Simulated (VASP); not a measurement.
# W (Fmmm) in VASP: further runs

Runs on W. Level: PBE. Tasks: single point.

Program: VASP 6.6.1. These are calculated values, not measurements. Logs are shortened: lines on timing, memory, paths and dates and some standing lists are left out, and cuts for length are marked.

## (1) The cell of the first run

The structure is orthorhombic, space group Fmmm (No. 69). Conventional cell: a = 3.184 Å, b = 4.463 Å, c = 4.542 Å, α = 90.00°, β = 90.00°, γ = 90.00°. Within 3.6 Å of W (site symmetry mmm) lie 14 W at 2.74 to 3.18 Å.

## (2) Single point, PBE (strain +0.0175 x Voigt [0, 0, 0, 1, 0, 0])

Input file INCAR:

```
PREC     = Accurate       # precision mode
ENCUT    = 500            # plane-wave cutoff, eV
EDIFF    = 1E-6           # SCF threshold, eV
ISMEAR   = 0              # smearing method
SIGMA    = 0.15           # smearing width, eV
LREAL    = False          # projectors in reciprocal space
LASPH    = True           # aspherical terms in the spheres
NELM     = 120            # most SCF steps
ALGO     = Normal         # electronic algorithm
ISIF     = 2              # what is computed and relaxed
LWAVE    = False          # write WAVECAR
LCHARG   = True           # write CHGCAR
GGA      = PE             # functional
LELF     = True           # ELF
LVHAR    = True         
NBANDS   = 13             # bands
GGA_COMPAT= False
```

Input file KPOINTS:

```
Automatic mesh
0
Gamma
  26 26 26
```

Input file POSCAR:

```
W
1.0
   -1.5917793224      1.6057073915      1.6057073915
    1.5917793224     -1.5778512533      1.5778512533
    1.5917793224      1.5778512533     -1.5778512533
W
1
Direct
    0.0000000000      0.0000000000      0.0000000000
```

Potentials or basis: VASP PAW PBE potentials, release 64 (W_sv).

Launch:

```sh
cat potpaw_PBE.64/W_sv/POTCAR > POTCAR
mpirun -np 1 vasp_std > vasp.out
```

OUTCAR:

```text
PREC = Accurate
   ENCUT = 500
   EDIFF = 1E-6
   ISMEAR = 0
   LREAL = False
   LASPH = True
   NELM = 120
   ISIF = 2
   GGA = PE

 ion  position               nearest neighbor table
   1  0.000  0.000  0.000-

  LATTYP: Found a face centered orthorhombic cell.
 ALAT       =     3.1835586448
 B/A-ratio  =     1.4018391937
 C/A-ratio  =     1.4265879311

  Lattice vectors:

 A1 = (   0.0000000000,   3.1835586448,   0.0278561382)
 A2 = (   1.5917793224,   1.6057073915,   1.6057073915)
 A3 = (   1.5917793224,   1.5778512533,  -1.5778512533)

Analysis of symmetry for initial positions (statically):
=====================================================================
 Subroutine PRICEL returns:
 Original cell was already a primitive cell.

 Routine SETGRP: Setting up the symmetry group for a
 face centered orthorhombic supercell.

 Subroutine GETGRP returns: Found  8 space group operations
 (whereof  8 operations were pure point group operations)
 out of a pool of  8 trial point group operations.

The static configuration has the point symmetry D_2h.

Analysis of symmetry for dynamics (positions and initial velocities):
=====================================================================
 Subroutine PRICEL returns:
 Original cell was already a primitive cell.

 Routine SETGRP: Setting up the symmetry group for a
 face centered orthorhombic supercell.

 Subroutine GETGRP returns: Found  8 space group operations
 (whereof  8 operations were pure point group operations)
 out of a pool of  8 trial point group operations.

The dynamic configuration has the point symmetry D_2h.

 Subroutine INISYM returns: Found  8 space group operations
 (whereof  8 operations are pure point group operations),
 and found     1 'primitive' translations

----------------------------------------------------------------------------------------

                                     Primitive cell

  volume of cell :      16.1315

  direct lattice vectors                    reciprocal lattice vectors
    -1.591779322  1.605707391  1.605707391     0.000000000  0.311389237  0.311389237
     1.591779322 -1.577851253  1.577851253     0.314113893 -0.002748707  0.314137944
     1.591779322  1.577851253 -1.577851253     0.314113893  0.314137944 -0.002748707

  length of vectors
     2.773148728  2.740983503  2.740983503     0.440370883  0.444249639  0.444249639

  position of ions in fractional coordinates (direct lattice)
     0.000000000  0.000000000  0.000000000

  ion indices of the primitive-cell ions
   primitive index   ion index
[... 82 lines left out ...]
   TEBEG  =    0.0;   TEEND  =   0.0 temperature during run
   PSTRESS=    0.0 pullay stress
   NELECT =      14.0000    total number of electrons
   NUPDOWN=      -1.0000    fix difference up-down
   EMIN   =  10.00;   EMAX   =-10.00  energy-range for DOS
   EFERMI =   0.00;   METHOD = LEGACY
   ISMEAR =     0;   SIGMA  =   0.15  broadening in eV -4-tet -1-fermi 0-gaus
   EFERMI_NEDOS =   21; number of points for ismear=-14 and -15
   IALGO  =     38    algorithm
   IMIX   =      4    mixing-type and parameters
     AMIX     =   0.40;   BMIX     =  1.00
     AMIX_MAG =   1.60;   BMIX_MAG =  1.00
  volume/ion in A,a.u.               =      16.13       108.86
  Fermi-wavevector in a.u.,A,eV,Ry     =   1.561561  2.950923 33.177454  2.438474
  Thomas-Fermi vector in A             =   2.664609
   LORBIT       =      0    0 simple, 1 ext, 2 COOP (PROOUT), +10 PAW based schemes
   GGA     = PE    functional components
   LHFCALC =     F    Hartree Fock is set to
   AEXX    =    0.0000 exact exchange contribution
   IVDW    =     0    specifies the selected vdW correction
   LEPSILON=     F    determine dielectric tensor
   LRPA    =     F    only Hartree local field effects (RPA)
 non-spin polarized calculation
 Gauss-broadening in eV      SIGMA  =   0.15
  energy-cutoff  :      500.00
  volume of cell :       16.13
 maximum number of plane-waves:       422
   NGX = 11   NGY =  9   NGZ =  9

 number of electron      14.0000000 magnetization

 Free energy of the ion-electron system (eV)
  ---------------------------------------------------
  ext. energy  EPLUGINS =         0.00000000
  ---------------------------------------------------
  free energy    TOTEN  =       -12.95493953 eV

  energy without entropy =      -12.94977771  energy(sigma->0) =      -12.95235862

 E-fermi :  11.1940     XC(G=0): -13.5420

 val. band max:       11.1938393995   @ k =  -0.3462   0.2692   0.2692
 cond. band min:      11.1943671193   @ k =   0.2692  -0.3462   0.2308
 fundamental gap:      0.0005277198
 Fermi energy:        11.1939676122

 k-point     1 :       0.0000    0.0000    0.0000
  band No.  band energies     occupation
      1     -63.0165      2.00000
      2     -26.6296      2.00000
      3     -26.6024      2.00000
      4     -26.5768      2.00000
      5       1.6522      2.00000
      6       9.8388      2.00000
      7       9.9815      2.00000
      8      10.1436      2.00000
      9      13.4132      0.00000
     10      13.4239      0.00000
     11      25.5100      0.00000
     12      25.6710      0.00000
     13      25.8301      0.00000
[... 354 lines left out ...]
  band No.  band energies     occupation
      1     -62.9191      2.00000
      2     -27.6138      2.00000
      3     -26.9146      2.00000
      4     -26.5952      2.00000
      5       5.0013      2.00000
      6       7.9731      2.00000
      7       9.9621      2.00000
      8      13.3341      0.00000
      9      14.1232      0.00000
     10      15.3060      0.00000
     11      23.7929      0.00000
     12      24.2165      0.00000
     13      30.4604      0.00000

 [... further k-points ...]

------------------------ aborting loop because EDIFF is reached ----------------------------------------

  FORCE on cell =-STRESS in cart. coord.  units (eV):
  Direction    XX          YY          ZZ          XY          YZ          ZX
  --------------------------------------------------------------------------------------
  -------------------------------------------------------------------------------------
  Total        0.0616254      0.0573604      0.0573604      0.0000000     -0.2555097     -0.0000000
  in kB        6.1206176      5.6970126      5.6970126      0.0000000    -25.3771366     -0.0000000
  external PRESSURE =       5.8382142 kB  Pullay stress =       0.0000000 kB

 VOLUME and BASIS-vectors are now :
 -----------------------------------------------------------------------------
  energy-cutoff  :      500.00
  volume of cell :       16.13
      direct lattice vectors                 reciprocal lattice vectors
    -1.591779322  1.605707391  1.605707391     0.000000000  0.311389237  0.311389237
     1.591779322 -1.577851253  1.577851253     0.314113893 -0.002748707  0.314137944
     1.591779322  1.577851253 -1.577851253     0.314113893  0.314137944 -0.002748707

 POSITION                                       TOTAL-FORCE (eV/Angst)
 -----------------------------------------------------------------------------------
      0.00000      0.00000      0.00000        -0.000000      0.000000      0.000000
 -----------------------------------------------------------------------------------
    total drift:                                0.000000     -0.000000      0.000000

  FREE ENERGIE OF THE ION-ELECTRON SYSTEM (eV)
  ---------------------------------------------------
  free  energy   TOTEN  =       -12.9549395258 eV

  energy  without entropy=      -12.9497777125  energy(sigma->0) =      -12.95235862
```

OSZICAR:

```text
N       E                     dE             d eps       ncg     rms          rms(c)
DAV:   1     0.827351107973E+02    0.82735E+02   -0.73023E+03 64647   0.119E+03
DAV:   2    -0.119823749099E+02   -0.94717E+02   -0.91019E+02 72211   0.311E+02
DAV:   3    -0.135813142412E+02   -0.15989E+01   -0.15934E+01 70571   0.392E+01
DAV:   4    -0.135878114916E+02   -0.64973E-02   -0.64971E-02 71156   0.276E+00
DAV:   5    -0.135878658247E+02   -0.54333E-04   -0.54332E-04 71746   0.239E-01    0.203E+01
DAV:   6    -0.130877133951E+02    0.50015E+00   -0.42354E-01 66701   0.869E+00    0.800E+00
DAV:   7    -0.129589650473E+02    0.12875E+00   -0.21835E-01 71471   0.593E+00    0.674E-01
DAV:   8    -0.129549620648E+02    0.40030E-02   -0.43057E-03 65531   0.849E-01    0.763E-02
DAV:   9    -0.129549458132E+02    0.16252E-04   -0.97441E-05 74292   0.122E-01    0.451E-02
DAV:  10    -0.129549389591E+02    0.68541E-05   -0.13967E-05 68781   0.516E-02    0.504E-03
DAV:  11    -0.129549395258E+02   -0.56666E-06   -0.26455E-07 45713   0.619E-03
   1 F= -.12954940E+02 E0= -.12952359E+02  d E =-.516181E-02
```

It took 8.6 min on 1 thread of Oxide Virtual Turin-like, shared host; peak memory 0.48 GiB.

What came out:

* Free energy: -12.9549 eV
* Pressure: 0.6 GPa
* Band gap on the k mesh: zero (bands 7 and 8 overlap by 5.94 eV)

Levels at points of the mesh, in eV from the Fermi level:
```
           k point  band 5  band 6  band 7  band 8  band 9  band 10
(0.00, 0.00, 0.00)   -9.54   -1.36   -1.21   -1.05    2.22     2.23
(0.50, 0.00, 0.00)   -6.18   -3.54    0.47    2.22    3.20     5.88
(0.00, 0.50, 0.00)   -6.16   -3.49    0.62    2.10    3.06     5.98
(0.00, 0.50, 0.50)   -6.15   -3.44    0.76    1.99    2.92     6.11
(0.50, 0.50, 0.50)   -5.70   -5.70    4.85    5.03    5.23     8.01
```

Caveat: the cell differs from its parent crystal (strain +0.0175 x Voigt [0, 0, 0, 1, 0, 0]); spin-orbit coupling is left out, which moves the levels of the heavy elements.

[end of part 1 of 2]
